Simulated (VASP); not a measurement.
Wanted: the native input for a VASP 6.6.1 run.

```
Task                   : single point
Functional             : LDA
Potentials or basis    : VASP PAW LDA potentials, release 64 (Ti_sv, Al)
Cutoff                 : 520 eV
k mesh                 : 18 × 18 × 6
Occupations            : gaussian, width 0.15 eV
Spin                   : collinear spin
Starting moments       : [0.833, 0.833, 0.833, 0.0] μB
Fixed moment           : 2.5 μB
Dipole correction      : no
Further INCAR settings : ALGO = Normal; EDIFF = 1e-06; NBANDS = 32
```

The structure of Ti3Al lies in POSCAR:

```
Ti3Al
1.0
    2.7723817465      0.0000000000      0.0000000000
   -1.3861908733      2.4009530215      0.0000000000
    0.0000000000      0.0000000000      8.7711624128
Ti Al
3 1
Direct
    0.6666666667      0.3333333333      0.0000000000
    0.3333333333      0.6666666667      0.7515223655
    0.3333333333      0.6666666667      0.2484776345
    0.6666666667      0.3333333333      0.5000000000
```

One way to write it, as run:

INCAR

```
SYSTEM = Ti3Al
ALGO = Normal
EDIFF = 1E-6
ENCUT = 520
GGA = CA
ISIF = 2
ISMEAR = 0
ISPIN = 2
LASPH = .TRUE.
LCHARG = .FALSE.
LMAXMIX = 4
LORBIT = 11
LREAL = .FALSE.
LWAVE = .FALSE.
MAGMOM = 0.833 0.833 0.833 0
NBANDS = 32
NELM = 150
NUPDOWN = 2.5
PREC = Accurate
SIGMA = 0.15
```

KPOINTS

```
k-points
0
G
  18 18 6
  0 0 0
```

Potentials or basis: VASP PAW LDA potentials, release 64 (Ti_sv, Al).

Command:

```bash
$ cat potpaw_LDA.64/Ti_sv/POTCAR potpaw_LDA.64/Al/POTCAR > POTCAR
$ mpirun -np 1 vasp_std > vasp.out
```

Results of the run:

```yaml
Pressure: 14.6 GPa
Largest_force: 0.330 eV/Å
Net_moment: 2.50 μB per cell
Site_moments: Ti +0.52, +0.60 (each value once); Al +0.04 μB
Valence_electrons_inside_the_program's_atomic_spheres: Ti 10.53, 10.49 (each value once); Al 0.88
```

Caveat: the cell stands under pressure; the total moment is fixed, so each spin has its own Fermi level.

It took 5.6 min on 1 thread of AMD EPYC 9R45 96-Core Processor (Zen 5), on a shared host, peak memory 0.43 GiB.
